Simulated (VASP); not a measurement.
# Zr3Ag (P4/mmm) in VASP: a series of runs, part 2 of 3

VASP 6.6.1. Earlier steps stand in the parts before.

### 3 Electric field gradients, LDA (zz strain of -2 %)

INCAR reads:

```
SYSTEM = Zr3Ag
PREC     = Accurate       ! precision mode
ENCUT    = 520            ! plane-wave cutoff, eV
EDIFF    = 1E-8           ! SCF threshold, eV
ISMEAR   = -1             ! smearing method
SIGMA    = 0.05           ! smearing width, eV
LREAL    = .False.        ! projectors in reciprocal space
LASPH    = .True.         ! aspherical terms in the spheres
NELM     = 100            ! most SCF steps
ALGO     = Normal         ! electronic algorithm
ISIF     = 2              ! what is computed and relaxed
LWAVE    = .False.        ! write WAVECAR
LCHARG   = .False.        ! write CHGCAR
GGA      = CA             ! functional
LEFG     = .True.       
NBANDS   = 32             ! bands
```

KPOINTS reads:

```
Automatic mesh
0
Gamma
  7 7 8
  0 0 0
```

POSCAR reads:

```
Zr3Ag
1.0
    4.5660000000      0.0000000000      0.0000000000
    0.0000000000      4.5660000000      0.0000000000
    0.0000000000      0.0000000000      3.9062800000
Zr Ag
3 1
Direct
    0.5000000000      0.5000000000      0.0000000000
    0.0000000000      0.5000000000      0.5000000000
    0.5000000000      0.0000000000      0.5000000000
    0.0000000000      0.0000000000      0.0000000000
```

Potentials or basis: VASP PAW LDA potentials, release 64 (Zr_sv, Ag).

Command:

```sh
$ cat potpaw_LDA.64/Zr_sv/POTCAR potpaw_LDA.64/Ag/POTCAR > POTCAR
$ mpirun -np 1 vasp_std > vasp.out
```

OUTCAR:

```text
SYSTEM = Zr3Ag
   PREC = Accurate
   ENCUT = 520
   EDIFF = 1E-8
   ISMEAR = -1
   LREAL = .False.
   LASPH = .True.
   NELM = 100
   ISIF = 2
   GGA = CA

 ion  position               nearest neighbor table
   1  0.500  0.500  0.000-   2 3.00   3 3.00   2 3.00   3 3.00   3 3.00   3 3.00   2 3.00   2 3.00
                             4 3.23   4 3.23   4 3.23   4 3.23
   2  0.000  0.500  0.500-   1 3.00   4 3.00   1 3.00   4 3.00   4 3.00   4 3.00   1 3.00   1 3.00
                             3 3.23   3 3.23   3 3.23   3 3.23
   3  0.500  0.000  0.500-   1 3.00   4 3.00   1 3.00   4 3.00   1 3.00   1 3.00   4 3.00   4 3.00
                             2 3.23   2 3.23   2 3.23   2 3.23
   4  0.000  0.000  0.000-   2 3.00   3 3.00   2 3.00   3 3.00   2 3.00   2 3.00   3 3.00   3 3.00
                             1 3.23   1 3.23   1 3.23   1 3.23

  LATTYP: Found a simple tetragonal cell.
 ALAT       =     4.5660000000
 C/A-ratio  =     0.8555146737

  Lattice vectors:

 A1 = (   4.5660000000,   0.0000000000,   0.0000000000)
 A2 = (   0.0000000000,   4.5660000000,   0.0000000000)
 A3 = (   0.0000000000,   0.0000000000,   3.9062800000)

Analysis of symmetry for initial positions (statically):
=====================================================================
 Subroutine PRICEL returns:
 Original cell was already a primitive cell.

 Routine SETGRP: Setting up the symmetry group for a
 simple tetragonal supercell.

 Subroutine GETGRP returns: Found 16 space group operations
 (whereof 16 operations were pure point group operations)
 out of a pool of 16 trial point group operations.

[... 1015 lines left out ...]
------------------------ aborting loop because EDIFF is reached ----------------------------------------

  FORCE on cell =-STRESS in cart. coord.  units (eV):
  Direction    XX          YY          ZZ          XY          YZ          ZX
  --------------------------------------------------------------------------------------
  -------------------------------------------------------------------------------------
  Total       -1.7243193     -1.7243193     -0.9394175      0.0000000     -0.0000000      0.0000000
  in kB      -33.9229094    -33.9229094    -18.4813659      0.0000000     -0.0000000      0.0000000
  external PRESSURE =     -28.7757282 kB  Pullay stress =       0.0000000 kB

 VOLUME and BASIS-vectors are now :
 -----------------------------------------------------------------------------
  energy-cutoff  :      520.00
  volume of cell :       81.44
      direct lattice vectors                 reciprocal lattice vectors
     4.566000000  0.000000000  0.000000000     0.219010074  0.000000000  0.000000000
     0.000000000  4.566000000  0.000000000     0.000000000  0.219010074  0.000000000
     0.000000000  0.000000000  3.906280000     0.000000000  0.000000000  0.255998034

 POSITION                                       TOTAL-FORCE (eV/Angst)
 -----------------------------------------------------------------------------------
      2.28300      2.28300      0.00000         0.000000      0.000000      0.000000
      0.00000      2.28300      1.95314         0.000000      0.000000      0.000000
      2.28300      0.00000      1.95314         0.000000      0.000000      0.000000
      0.00000      0.00000      0.00000         0.000000      0.000000      0.000000
 -----------------------------------------------------------------------------------
    total drift:                                0.000000      0.000000      0.000000

  FREE ENERGIE OF THE ION-ELECTRON SYSTEM (eV)
  ---------------------------------------------------
  free  energy   TOTEN  =       -31.6708612090 eV

  energy  without entropy=      -31.6251930369  energy(sigma->0) =      -31.64802712

 Electric field gradients (V/A^2)
---------------------------------------------------------------------
 ion       V_xx      V_yy      V_zz      V_xy      V_xz      V_yz
---------------------------------------------------------------------
   1       7.830     7.830   -15.661    -0.000     0.000    -0.000
   2      44.186   -18.401   -25.785    -0.000     0.000     0.000
   3     -18.401    44.186   -25.785    -0.000     0.000    -0.000
   4      -8.398    -8.398    16.796    -0.000    -0.000     0.000
---------------------------------------------------------------------

 Electric field gradients after diagonalization (V/A^2)
 (convention: |V_zz| > |V_xx| > |V_yy|)
----------------------------------------------------------------------
 ion       V_xx      V_yy      V_zz     asymmetry (V_yy - V_xx)/ V_zz
----------------------------------------------------------------------
   1       7.830     7.830   -15.661       0.000
   2     -25.785   -18.401    44.186       0.167
   3     -25.785   -18.401    44.186       0.167
   4      -8.398    -8.398    16.796       0.000
----------------------------------------------------------------------

           NMR quadrupolar parameters

 Cq : quadrupolar parameter    Cq=e*Q*V_zz/h
 eta: asymmetry parameters     (V_yy - V_xx)/ V_zz
 Q  : nuclear electric quadrupole moment in mb (millibarn)
----------------------------------------------------------------------
 ion       Cq(MHz)       eta       Q (mb)
----------------------------------------------------------------------
   1      -0.038       0.000       1.000
   2       0.107       0.167       1.000
   3       0.107       0.167       1.000
   4       0.041       0.000       1.000
----------------------------------------------------------------------
```

OSZICAR:

```text
N       E                     dE             d eps       ncg     rms          rms(c)
DAV:   1     0.446518652864E+03    0.44652E+03   -0.24222E+04  3240   0.145E+03
DAV:   2    -0.702816089733E+00   -0.44722E+03   -0.43251E+03  3640   0.425E+02
DAV:   3    -0.320935827155E+02   -0.31391E+02   -0.30281E+02  5592   0.853E+01
DAV:   4    -0.337194498393E+02   -0.16259E+01   -0.16193E+01  4176   0.191E+01
DAV:   5    -0.337751604997E+02   -0.55711E-01   -0.55697E-01  4776   0.308E+00    0.216E+01
DAV:   6    -0.322124567308E+02    0.15627E+01   -0.10122E+01  3768   0.229E+01    0.107E+01
DAV:   7    -0.317357607207E+02    0.47670E+00   -0.24736E+00  4168   0.102E+01    0.433E+00
DAV:   8    -0.316781489816E+02    0.57612E-01   -0.35722E-01  4168   0.389E+00    0.103E+00
DAV:   9    -0.316709555292E+02    0.71935E-02   -0.36596E-02  4096   0.159E+00    0.687E-01
DAV:  10    -0.316715433640E+02   -0.58783E-03   -0.14953E-02  4024   0.925E-01    0.223E-01
DAV:  11    -0.316708463706E+02    0.69699E-03   -0.39447E-03  4016   0.415E-01    0.511E-02
DAV:  12    -0.316708617697E+02   -0.15399E-04   -0.21313E-04  4528   0.918E-02    0.188E-02
DAV:  13    -0.316708615103E+02    0.25937E-06   -0.18357E-05  4272   0.314E-02    0.603E-03
DAV:  14    -0.316708612867E+02    0.22361E-06   -0.81642E-07  4368   0.724E-03    0.237E-03
DAV:  15    -0.316708612102E+02    0.76508E-07   -0.25377E-07  4280   0.345E-03    0.658E-04
DAV:  16    -0.316708612090E+02    0.12242E-08   -0.15747E-08  3120   0.814E-04
   1 F= -.31670861E+02 E0= -.31648027E+02  d E =-.456682E-01
```

It took 4.3 min on 1 thread of Intel Xeon 8259CL, shared host; peak memory 0.24 GiB.

What came out:

| Item | Value |
| --- | --- |
| Free energy | -31.6709 eV |
| Pressure | -2.9 GPa |
| Band gap on the k mesh | zero (an odd number of electrons rules out a gap without spin polarisation) |
| Largest electric field gradient by atom | Zr -15.7, +44.2 (each value once); Ag +16.8 V/Å² |

Electric field gradients, principal values (V/Å²):
```
atom    least   middle  greatest (by size)
1 Zr    7.830    7.830             -15.661
2 Zr  -18.401  -25.785              44.186
3 Zr  -18.401  -25.785              44.186
4 Ag   -8.398   -8.398              16.796
```

Caveat: the cell differs from its parent crystal (zz strain of -2 %); without QUAD_EFG the Cq values of the log hold for a quadrupole moment of 1 mb, not for the nuclei.

### 4 Electric field gradients, LDA (zz strain of -2 %)

INCAR reads:

```
  PREC = Accurate
  ENCUT = 520
  EDIFF = 1E-8
  ISMEAR = -1
  SIGMA = 0.05
  LREAL = F
  LASPH = T
  NELM = 80
  ALGO = Normal
  ISIF = 2
  LWAVE = F
  LCHARG = F
  LEFG = T
  NBANDS = 32
```

KPOINTS reads:

```
regular mesh
0
Gamma
  7 7 8
```

POSCAR is that of step 3.

Potentials or basis: VASP PAW LDA potentials, release 64 (Zr_sv, Ag).

Command:

```sh
$ cat potpaw_LDA.64/Zr_sv/POTCAR potpaw_LDA.64/Ag/POTCAR > POTCAR
$ mpirun -np 1 vasp_std > vasp.out
```

OUTCAR:

```text
PREC = Accurate
   ENCUT = 520
   EDIFF = 1E-8
   ISMEAR = -1
   LREAL = F
   LASPH = T
   NELM = 80
   ISIF = 2

 ion  position               nearest neighbor table
   1  0.500  0.500  0.000-   2 3.00   3 3.00   2 3.00   3 3.00   3 3.00   3 3.00   2 3.00   2 3.00
                             4 3.23   4 3.23   4 3.23   4 3.23
   2  0.000  0.500  0.500-   1 3.00   4 3.00   1 3.00   4 3.00   4 3.00   4 3.00   1 3.00   1 3.00
                             3 3.23   3 3.23   3 3.23   3 3.23
   3  0.500  0.000  0.500-   1 3.00   4 3.00   1 3.00   4 3.00   1 3.00   1 3.00   4 3.00   4 3.00
                             2 3.23   2 3.23   2 3.23   2 3.23
   4  0.000  0.000  0.000-   2 3.00   3 3.00   2 3.00   3 3.00   2 3.00   2 3.00   3 3.00   3 3.00
                             1 3.23   1 3.23   1 3.23   1 3.23

  LATTYP: Found a simple tetragonal cell.
 ALAT       =     4.5660000000
 C/A-ratio  =     0.8555146737

  Lattice vectors:

 A1 = (   4.5660000000,   0.0000000000,   0.0000000000)
 A2 = (   0.0000000000,   4.5660000000,   0.0000000000)
 A3 = (   0.0000000000,   0.0000000000,   3.9062800000)

Analysis of symmetry for initial positions (statically):
=====================================================================
[... 1049 lines left out ...]
      0.00000      0.00000      0.00000         0.000000      0.000000      0.000000
 -----------------------------------------------------------------------------------
    total drift:                                0.000000      0.000000      0.000000

  FREE ENERGIE OF THE ION-ELECTRON SYSTEM (eV)
  ---------------------------------------------------
  free  energy   TOTEN  =       -31.6708612090 eV

  energy  without entropy=      -31.6251930369  energy(sigma->0) =      -31.64802712

 Electric field gradients (V/A^2)
---------------------------------------------------------------------
 ion       V_xx      V_yy      V_zz      V_xy      V_xz      V_yz
---------------------------------------------------------------------
   1       7.830     7.830   -15.661    -0.000     0.000    -0.000
   2      44.186   -18.401   -25.785    -0.000     0.000     0.000
   3     -18.401    44.186   -25.785    -0.000     0.000    -0.000
   4      -8.398    -8.398    16.796    -0.000    -0.000     0.000
---------------------------------------------------------------------

 Electric field gradients after diagonalization (V/A^2)
 (convention: |V_zz| > |V_xx| > |V_yy|)
----------------------------------------------------------------------
 ion       V_xx      V_yy      V_zz     asymmetry (V_yy - V_xx)/ V_zz
----------------------------------------------------------------------
   1       7.830     7.830   -15.661       0.000
   2     -25.785   -18.401    44.186       0.167
   3     -25.785   -18.401    44.186       0.167
   4      -8.398    -8.398    16.796       0.000
----------------------------------------------------------------------

           NMR quadrupolar parameters

 Cq : quadrupolar parameter    Cq=e*Q*V_zz/h
 eta: asymmetry parameters     (V_yy - V_xx)/ V_zz
 Q  : nuclear electric quadrupole moment in mb (millibarn)
----------------------------------------------------------------------
 ion       Cq(MHz)       eta       Q (mb)
----------------------------------------------------------------------
   1      -0.038       0.000       1.000
   2       0.107       0.167       1.000
   3       0.107       0.167       1.000
   4       0.041       0.000       1.000
----------------------------------------------------------------------
```

stdout:

```text
POSCAR found type information on POSCAR ZrAg
 POSCAR found :  2 types and       4 ions
 scaLAPACK will be used
 LDA part: xc-table for (Slater(with rela. corr.)+CA(PZ))
 , standard interpolation
 POSCAR, INCAR and KPOINTS ok, starting setup
 FFT: planning ... GRIDC
 FFT: planning ... GRID_SOFT
 FFT: planning ... GRID
 WAVECAR not read
 entering main loop
ion   1

ion   2

ion   3

ion   4
```

Wall time 4.3 min (1 thread of Intel Xeon 8259CL, shared host); peak memory 0.24 GiB.

Results:

* Free energy: -31.6709 eV
* Pressure: -2.9 GPa
* Band gap on the k mesh: zero (an odd number of electrons rules out a gap without spin polarisation)
* Largest electric field gradient by atom: Zr -15.7, +44.2 (each value once); Ag +16.8 V/Å²

Electric field gradients, principal values (V/Å²):
```csv
atom,least,middle,greatest (by size)
1 Zr,7.830,7.830,-15.661
2 Zr,-18.401,-25.785,44.186
3 Zr,-18.401,-25.785,44.186
4 Ag,-8.398,-8.398,16.796
```

Caveat: the cell differs from its parent crystal (zz strain of -2 %); without QUAD_EFG the Cq values of the log hold for a quadrupole moment of 1 mb, not for the nuclei.

[end of part 2 of 3]
